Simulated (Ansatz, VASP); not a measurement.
Li2Se in VASP and in Ansatz

```
CELL_PARAMETERS angstrom
2.88047 2.88047 0.00000
-2.88047 2.88047 0.00000
0.00000 2.88047 2.88047
ATOMIC_POSITIONS crystal
Li 0.25000 0.75000 0.50000
Li 0.75000 0.25000 0.50000
Se 0.00000 0.00000 0.00000
```

Alike in both runs: task single point; functional PBEsol; k mesh 8 × 8 × 8; no spin polarisation.

|  | VASP | Ansatz |
| --- | --- | --- |
| version | VASP 6.6.1 | Ansatz 0.2.0 |
| potentials or method | VASP PAW PBE potentials, release 64 (Li_sv, Se), cutoff 750 eV | all-electron LAPW, scalar-relativistic |
| occupations | gaussian, width 0.01 eV | fixed |

|  | VASP | Ansatz | Ansatz less VASP |
| --- | --- | --- | --- |
| gap on the k mesh at the Fermi level (eV) | 2.71 | 2.72 | +0.009 |
| pressure (GPa) | 4.0 | 4.0 | -0.06 |

VASP's potentials were made for PBE, not for PBEsol. Ansatz ran all-electron here, and VASP with PAW potentials.
